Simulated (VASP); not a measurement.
# Sc (Im-3m) in VASP: further runs

Runs on Sc. Level: LDA. Tasks: single point.

Everything below comes from runs of VASP 6.6.1. Logs are shortened: lines on timing, memory, paths and dates and some standing lists are left out, and cuts for length are marked.

**1. The cell of the first run**

The structure is cubic, space group Im-3m (No. 229). Conventional cell: a = 3.554 Å, b = 3.554 Å, c = 3.554 Å, α = 90.00°, β = 90.00°, γ = 90.00°. Sc (site symmetry m-3m) has 14 Sc at 3.08 to 3.55 Å within 4.1 Å.

**2. Single point, LDA**

File INCAR:

```
SYSTEM = Sc
PREC = Accurate ; ENCUT = 520
EDIFF = 1E-6 ; ISMEAR = -1
SIGMA = 0.05 ; LREAL = .FALSE.
LASPH = .TRUE. ; NELM = 80
ALGO = Normal ; ISIF = 2
LWAVE = .FALSE. ; LCHARG = .FALSE.
NBANDS = 12
```

File KPOINTS:

```
Automatic mesh
0
G
  8 8 8
  0 0 0
```

File POSCAR:

```
Sc
1.0
    1.7771802539      1.7771802539      1.7771802539
   -1.7771802539      1.7771802539      1.7771802539
   -1.7771802539     -1.7771802539      1.7771802539
Sc
1
Direct
    0.0000000000      0.0000000000      0.0000000000
```

Potentials or basis: VASP PAW LDA potentials, release 64 (Sc_sv).

On the command line:

```bash
$ cat potpaw_LDA.64/Sc_sv/POTCAR > POTCAR
$ mpirun -np 1 vasp_std > vasp.out
```

OUTCAR:

```text
SYSTEM = Sc
   PREC = Accurate
   ENCUT = 520
   EDIFF = 1E-6
   ISMEAR = -1
   LREAL = .FALSE.
   LASPH = .TRUE.
   NELM = 80
   ISIF = 2

 ion  position               nearest neighbor table
   1  0.000  0.000  0.000-

  LATTYP: Found a body centered cubic cell.
 ALAT       =     3.5543605078

  Lattice vectors:

 A1 = (   1.7771802539,  -1.7771802539,  -1.7771802539)
 A2 = (   1.7771802539,   1.7771802539,   1.7771802539)
 A3 = (  -1.7771802539,  -1.7771802539,   1.7771802539)

Analysis of symmetry for initial positions (statically):
=====================================================================
 Subroutine PRICEL returns:
 Original cell was already a primitive cell.

 Routine SETGRP: Setting up the symmetry group for a
 body centered cubic supercell.

 Subroutine GETGRP returns: Found 48 space group operations
 (whereof 48 operations were pure point group operations)
 out of a pool of 48 trial point group operations.

The static configuration has the point symmetry O_h .

Analysis of symmetry for dynamics (positions and initial velocities):
=====================================================================
 Subroutine PRICEL returns:
 Original cell was already a primitive cell.

 Routine SETGRP: Setting up the symmetry group for a
 body centered cubic supercell.

 Subroutine GETGRP returns: Found 48 space group operations
 (whereof 48 operations were pure point group operations)
 out of a pool of 48 trial point group operations.

The dynamic configuration has the point symmetry O_h .

 Subroutine INISYM returns: Found 48 space group operations
 (whereof 48 operations are pure point group operations),
 and found     1 'primitive' translations

----------------------------------------------------------------------------------------

                                     Primitive cell

  volume of cell :      22.4520

  direct lattice vectors                    reciprocal lattice vectors
     1.777180254  1.777180254  1.777180254     0.281344562  0.000000000  0.281344562
    -1.777180254  1.777180254  1.777180254    -0.281344562  0.281344562  0.000000000
    -1.777180254 -1.777180254  1.777180254     0.000000000 -0.281344562  0.281344562

  length of vectors
     3.078166494  3.078166494  3.078166494     0.397881295  0.397881295  0.397881295

  position of ions in fractional coordinates (direct lattice)
     0.000000000  0.000000000  0.000000000

  ion indices of the primitive-cell ions
   primitive index   ion index
                 1           1

----------------------------------------------------------------------------------------

 KPOINTS: Automatic mesh

Automatic generation of k-mesh.
 Grid dimensions read from file:
 generate k-points for:    8    8    8

 Generating k-lattice:

  Cartesian coordinates                     Fractional coordinates (reciprocal lattice)
     0.035168070  0.000000000  0.035168070     0.125000000  0.000000000  0.000000000
    -0.035168070  0.035168070  0.000000000     0.000000000  0.125000000  0.000000000
     0.000000000 -0.035168070  0.035168070     0.000000000  0.000000000  0.125000000

  Length of vectors
     0.049735162  0.049735162  0.049735162

  Shift w.r.t. Gamma in fractional coordinates (k-lattice)
     0.000000000  0.000000000  0.000000000

 Subroutine IBZKPT returns following result:
 ===========================================

 Found     29 irreducible k-points:

 Following reciprocal coordinates:
            Coordinates               Weight
  0.000000  0.000000  0.000000      1.000000
  0.125000  0.000000  0.000000     12.000000
  0.250000  0.000000  0.000000     12.000000
  0.375000  0.000000  0.000000     12.000000
  0.500000  0.000000  0.000000      6.000000
  0.250000  0.125000  0.000000     24.000000
[... 16 lines left out ...]
  0.375000  0.250000  0.250000     24.000000
  0.500000  0.250000  0.250000     12.000000
 [... further k-points ...]
   k-points           NKPTS =     29   k-points in BZ     NKDIM =     29   number of bands    NBANDS=     12
   number of dos      NEDOS =    301   number of ions     NIONS =      1
   total plane-waves  NPLWV =  13824
   dimension x,y,z NGX =    24 NGY =   24 NGZ =   24
   dimension x,y,z NGXF=    48 NGYF=   48 NGZF=   48
   ions per type =               1
   NGX,Y,Z   is equivalent  to a cutoff of  12.96, 12.96, 12.96 a.u.
   NGXF,Y,Z  is equivalent  to a cutoff of  25.92, 25.92, 25.92 a.u.
 SYSTEM =  Sc
   PREC   = accura    normal or accurate (medium, high low for compatibility)
   ISTART =      0    job   : 0-new  1-cont  2-samecut
   ICHARG =      2    charge: 1-file 2-atom 10-const
   ISPIN  =      1    spin polarized calculation?
   LNONCOLLINEAR =      F non collinear calculations
   LSORBIT =      F    spin-orbit coupling
   LASPH  =      T    aspherical Exc in radial PAW
   ENCUT  =  520.0 eV  38.22 Ry    6.18 a.u.   5.72  5.72  5.72*2*pi/ulx,y,z
   NELM   =     80;   NELMIN=  2; NELMDL= -5     # of ELM steps
   EDIFF  = 0.1E-05   stopping-criterion for ELM
   LREAL  =      F    real-space projection
   EDIFFG = 0.1E-04   stopping-criterion for IOM
   NSW    =      0    number of steps for IOM
   IBRION =     -1    ionic relax: 0-MD 1-quasi-New 2-CG
   NFREE  =      0    steps in history (QN), initial steepest desc. (CG)
   ISIF   =      2    stress and relaxation
   ISYM   =      2    0-nonsym 1-usesym 2-fastsym
   POTIM  = 0.5000    time-step for ionic-motion
   TEBEG  =    0.0;   TEEND  =   0.0 temperature during run
   PSTRESS=    0.0 pullay stress
   NELECT =      11.0000    total number of electrons
   NUPDOWN=      -1.0000    fix difference up-down
   EMIN   =  10.00;   EMAX   =-10.00  energy-range for DOS
   EFERMI =   0.00;   METHOD = LEGACY
   ISMEAR =    -1;   SIGMA  =   0.05  broadening in eV -4-tet -1-fermi 0-gaus
   EFERMI_NEDOS =   21; number of points for ismear=-14 and -15
   IALGO  =     38    algorithm
   IMIX   =      4    mixing-type and parameters
     AMIX     =   0.40;   BMIX     =  1.00
     AMIX_MAG =   1.60;   BMIX_MAG =  1.00
  volume/ion in A,a.u.               =      22.45       151.51
  Fermi-wavevector in a.u.,A,eV,Ry     =   1.290588  2.438857 22.662096  1.665617
  Thomas-Fermi vector in A             =   2.422410
   LORBIT       =      0    0 simple, 1 ext, 2 COOP (PROOUT), +10 PAW based schemes
   GGA     = CA    functional components
   LHFCALC =     F    Hartree Fock is set to
   AEXX    =    0.0000 exact exchange contribution
   IVDW    =     0    specifies the selected vdW correction
   LEPSILON=     F    determine dielectric tensor
   LRPA    =     F    only Hartree local field effects (RPA)
 non-spin polarized calculation
  energy-cutoff  :      520.00
  volume of cell :       22.45
 maximum number of plane-waves:       622
   NGX = 11   NGY = 11   NGZ = 11

 number of electron      10.9999996 magnetization

 Free energy of the ion-electron system (eV)
  ---------------------------------------------------
  ext. energy  EPLUGINS =         0.00000000
  ---------------------------------------------------
  free energy    TOTEN  =        -6.61443401 eV

  energy without entropy =       -6.59471021  energy(sigma->0) =       -6.60457211

 E-fermi :   4.1436     XC(G=0): -10.5378

 val. band max:        4.1307867221   @ k =  -0.3750   0.2500  -0.0000
 cond. band min:       4.1900354307   @ k =   0.1250   0.5000   0.1250
 fundamental gap:      0.0592487086
 Fermi energy:         4.1436346243

 k-point     1 :       0.0000    0.0000    0.0000
  band No.  band energies     occupation
      1     -44.5950      2.00000
      2     -23.2707      2.00000
      3     -23.2707      2.00000
      4     -23.2707      2.00000
      5      -1.2137      2.00000
      6       5.6463      0.00000
      7       5.6463      0.00000
      8       5.6463      0.00000
      9       7.2737      0.00000
     10       7.2737      0.00000
     11      18.9489      0.00000
     12      18.9489      0.00000

 k-point     2 :       0.1250    0.0000    0.0000
  band No.  band energies     occupation
      1     -44.5805      2.00000
      2     -23.3559      2.00000
      3     -23.2969      2.00000
      4     -23.2712      2.00000
      5      -0.7638      2.00000
      6       5.4230      0.00000
      7       5.5325      0.00000
      8       5.9932      0.00000
      9       7.0528      0.00000
     10       7.2893      0.00000
     11      18.3594      0.00000
     12      18.8215      0.00000

 k-point     3 :       0.2500    0.0000    0.0000
  band No.  band energies     occupation
      1     -44.5451      2.00000
      2     -23.5566      2.00000
      3     -23.3596      2.00000
      4     -23.2724      2.00000
      5       0.4268      2.00000
      6       4.9341      0.00000
      7       5.0067      0.00000
      8       6.9384      0.00000
      9       7.0020      0.00000
     10       7.3725      0.00000
     11      16.0649      0.00000
     12      17.5277      0.00000
[... 286 lines left out ...]
 k-point    23 :       0.3750    0.2500    0.2500
  band No.  band energies     occupation
      1     -44.4721      2.00000
      2     -23.6837      2.00000
      3     -23.5244      2.00000
      4     -23.4736      2.00000
      5       2.7015      2.00000
      6       3.8389      1.99550
      7       5.8414      0.00000
      8       6.2592      0.00000
      9       7.8937      0.00000
     10       8.3398      0.00000
     11      13.7830      0.00000
     12      15.2263      0.00000

 k-point    24 :       0.5000    0.2500    0.2500
  band No.  band energies     occupation
      1     -44.4595      2.00000
      2     -23.7430      2.00000
      3     -23.5521      2.00000
      4     -23.4682      2.00000
      5       3.1185      2.00000
      6       3.5168      1.99999
      7       5.7644      0.00000
      8       6.2640      0.00000
      9       8.5749      0.00000
     10       9.5657      0.00000
     11      11.6481      0.00000
     12      14.3494      0.00000

 [... further k-points ...]

------------------------ aborting loop because EDIFF is reached ----------------------------------------

  FORCE on cell =-STRESS in cart. coord.  units (eV):
  Direction    XX          YY          ZZ          XY          YZ          ZX
  --------------------------------------------------------------------------------------
  -------------------------------------------------------------------------------------
  Total        0.0995572      0.0995572      0.0995572      0.0000000     -0.0000000      0.0000000
  in kB        7.1044201      7.1044201      7.1044201      0.0000000     -0.0000000      0.0000000
  external PRESSURE =       7.1044201 kB  Pullay stress =       0.0000000 kB

 VOLUME and BASIS-vectors are now :
 -----------------------------------------------------------------------------
  energy-cutoff  :      520.00
  volume of cell :       22.45
      direct lattice vectors                 reciprocal lattice vectors
     1.777180254  1.777180254  1.777180254     0.281344562  0.000000000  0.281344562
    -1.777180254  1.777180254  1.777180254    -0.281344562  0.281344562  0.000000000
    -1.777180254 -1.777180254  1.777180254     0.000000000 -0.281344562  0.281344562

 POSITION                                       TOTAL-FORCE (eV/Angst)
 -----------------------------------------------------------------------------------
      0.00000      0.00000      0.00000         0.000000     -0.000000     -0.000000
 -----------------------------------------------------------------------------------
    total drift:                                0.000000     -0.000000      0.000000

  FREE ENERGIE OF THE ION-ELECTRON SYSTEM (eV)
  ---------------------------------------------------
  free  energy   TOTEN  =        -6.6144340105 eV

  energy  without entropy=       -6.5947102134  energy(sigma->0) =       -6.60457211
```

It took 2.6 s on 1 thread of Intel Xeon 6975P-C (Granite Rapids), shared host; peak memory 0.12 GiB.

What came out:

```yaml
Free_energy: -6.6144 eV
Pressure: 0.7 GPa
```

Levels at points of the mesh, in eV from the Fermi level:
| k point | band 2 | band 3 | band 4 | band 5 | band 6 | band 7 | band 8 | band 9 |
| --- | --- | --- | --- | --- | --- | --- | --- | --- |
| (0.00, 0.00, 0.00) | -27.41 | -27.41 | -27.41 | -5.36 | 1.50 | 1.50 | 1.50 | 3.13 |
| (0.50, 0.00, 0.00) | -27.97 | -27.59 | -27.42 | -1.94 | 0.19 | 0.76 | 3.10 | 3.48 |
| (0.50, 0.50, 0.50) | -27.80 | -27.80 | -27.80 | -1.44 | -1.44 | 4.27 | 4.27 | 4.27 |

**3. Single point, LDA**

This run uses another cell than the first one, of 22.68 Å³/atom, 1.010 times its volume.

File INCAR:

```
  ALGO = Normal
  EDIFF = 1E-6
  ENCUT = 520
  ISIF = 2
  ISMEAR = -1
  LASPH = T
  LCHARG = F
  LREAL = F
  LWAVE = F
  NBANDS = 12
  NELM = 100
  PREC = Accurate
  SIGMA = 0.05
```

File KPOINTS:

```
k-points
0
Gamma
  8 8 8
```

File POSCAR:

```
Sc
1.0
    1.7831439908      1.7831439908      1.7831439908
   -1.7831439908      1.7831439908      1.7831439908
   -1.7831439908     -1.7831439908      1.7831439908
Sc
1
Direct
    0.0000000000      0.0000000000      0.0000000000
```

Potentials or basis: VASP PAW LDA potentials, release 64 (Sc_sv).

On the command line:

```bash
$ cat potpaw_LDA.64/Sc_sv/POTCAR > POTCAR
$ mpirun -np 1 vasp_std > vasp.out
```

Run time: 2.5 s. Hardware: 1 thread of Intel Xeon 6975P-C (Granite Rapids), shared host; peak memory 0.12 GiB.

It converged, with:

| Quantity | Value |
| --- | --- |
| Free energy | -6.6151 eV |
| Pressure | 0.1 GPa |

Levels at points of the mesh, in eV from the Fermi level:
| k point | band 2 | band 3 | band 4 | band 5 | band 6 | band 7 | band 8 | band 9 |
| --- | --- | --- | --- | --- | --- | --- | --- | --- |
| (0.00, 0.00, 0.00) | -27.45 | -27.45 | -27.45 | -5.34 | 1.49 | 1.49 | 1.49 | 3.10 |
| (0.50, 0.00, 0.00) | -27.99 | -27.62 | -27.45 | -1.92 | 0.19 | 0.73 | 3.07 | 3.44 |
| (0.50, 0.50, 0.50) | -27.82 | -27.82 | -27.82 | -1.41 | -1.41 | 4.22 | 4.22 | 4.22 |

**4. Single point, LDA**

This run uses another cell than the first one, of 22.68 Å³/atom, 1.010 times its volume.

File INCAR:

```
ALGO = Normal ; EDIFF = 1E-6
ENCUT = 520 ; GGA = CA
ISIF = 2 ; ISMEAR = -1
LASPH = T ; LCHARG = F
LREAL = F ; LWAVE = F
NBANDS = 12 ; NELM = 80
PREC = Accurate ; SIGMA = 0.05
```

KPOINTS is that of step 3.

POSCAR is that of step 3.

On the command line:

```bash
$ cat potpaw_LDA.64/Sc_sv/POTCAR > POTCAR
$ mpirun -np 1 vasp_std > vasp.out
```

Wall time 2.4 s (1 thread of Intel Xeon 6975P-C (Granite Rapids), shared host); peak memory 0.12 GiB.

The run converged. Its results:

* Free energy: -6.6151 eV
* Pressure: 0.1 GPa

Levels at points of the mesh, in eV from the Fermi level:
```
           k point  band 1  band 2  band 3  band 4  band 5  band 6  band 7  band 8  band 9  band 10
(0.00, 0.00, 0.00)  -48.76  -27.45  -27.45  -27.45   -5.34    1.49    1.49    1.49    3.10     3.10
(0.50, 0.00, 0.00)  -48.67  -27.99  -27.62  -27.45   -1.92    0.19    0.73    3.07    3.44     4.55
(0.50, 0.50, 0.50)  -48.60  -27.82  -27.82  -27.82   -1.41   -1.41    4.22    4.22    4.22     6.75
```
